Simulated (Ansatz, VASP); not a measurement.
## One calculation of AgCl, two programs

File POSCAR:

```
AgCl
1.0
    3.3955880235      0.0000000000      0.0000000000
    0.0000000000      3.3955880235      0.0000000000
    0.0000000000      0.0000000000      3.3955880235
Ag Cl
1 1
Direct
    0.0000000000      0.0000000000      0.0000000000
    0.5000000000      0.5000000000      0.5000000000
```

Contents of INCAR.step1:

```
SYSTEM = AgCl
ALGO     = Normal         ! electronic algorithm
EDIFF    = 1E-5           ! SCF threshold, eV
ENCUT    = 520            ! plane-wave cutoff, eV
GGA      = PE             ! functional
ISIF     = 2              ! what is computed and relaxed
ISMEAR   = 0              ! smearing method
LASPH    = .True.         ! aspherical terms in the spheres
LREAL    = .False.        ! projectors in reciprocal space
LWAVE    = .True.         ! write WAVECAR
NBANDS   = 16             ! bands
NELM     = 80             ! most SCF steps
PREC     = Accurate       ! precision mode
SIGMA    = 0.01           ! smearing width, eV
```

The input INCAR.step2:

```
SYSTEM = AgCl
AEXX     = 0.25           ! exact-exchange fraction
ALGO     = Normal         ! electronic algorithm
EDIFF    = 1E-7           ! SCF threshold, eV
ENCUT    = 520            ! plane-wave cutoff, eV
ISIF     = 2              ! what is computed and relaxed
ISMEAR   = 0              ! smearing method
ISTART   = 1            
LASPH    = .True.         ! aspherical terms in the spheres
LCHARG   = .True.         ! write CHGCAR
LELF     = .True.         ! ELF
LHFCALC  = .True.         ! exact exchange
LMIXTAU  = .True.       
LREAL    = .False.        ! projectors in reciprocal space
LVHAR    = .True.       
LWAVE    = .False.        ! write WAVECAR
METAGGA  = R2SCAN         ! meta-GGA
NBANDS   = 16             ! bands
NELM     = 80             ! most SCF steps
PREC     = Accurate       ! precision mode
PRECFOCK = Normal       
SIGMA    = 0.01           ! smearing width, eV
```

File KPOINTS:

```
k-points
0
Gamma
  6 6 6
  0 0 0
```

Input for Ansatz:

```yaml
crystal:
  lattice:
    - [3.3955880235, 0.0, 0.0]
    - [0.0, 3.3955880235, 0.0]
    - [0.0, 0.0, 3.3955880235]
  atoms:
    - { symbol: Ag, position: [0.0, 0.0, 0.0] }
    - { symbol: Cl, position: [0.5, 0.5, 0.5] }
kpoints:
  mp_grid: { grid: [6, 6, 6] }
  band_path:
    path:
      - [0.0, 0.0, 0.0]
      - [0.0, 0.5, 0.0]
      - [0.5, 0.5, 0.0]
      - [0.5, 0.5, 0.5]
      - [0.0, 0.0, 0.5]
    npoints: 1
hamiltonian:
  xc: r2scan0
scf:
  occupations: { method: fixed }
  n_extra_bands: 4
output:
  forces: true
  stress: true
  eigenvalues: true
```

Alike in both runs: task single point; functional r2SCAN0; k mesh 6 × 6 × 6; no spin polarisation.

```csv
,VASP,Ansatz
version,VASP 6.6.1,Ansatz 0.2.0
potentials or method,"VASP PAW PBE potentials, release 64 (Ag, Cl)","plane waves, PAW"
plane-wave cutoff (eV),520,500
occupations,"gaussian, width 0.01 eV",fixed
valence electrons in the cell,18,26
```

```csv
,VASP,Ansatz,Ansatz less VASP
gap on the k mesh at the Fermi level (eV),3.12,3.15,+0.031
pressure (GPa),0.1,0.2,+0.15
```

VASP's potentials were made for PBE, not for r2SCAN0. VASP's potentials hold 18 valence electrons a cell and Ansatz's 26, so a difference there can come from the potentials and not from the codes. Ansatz's warnings: stress exchange threshold loose, stress scf threshold loose.
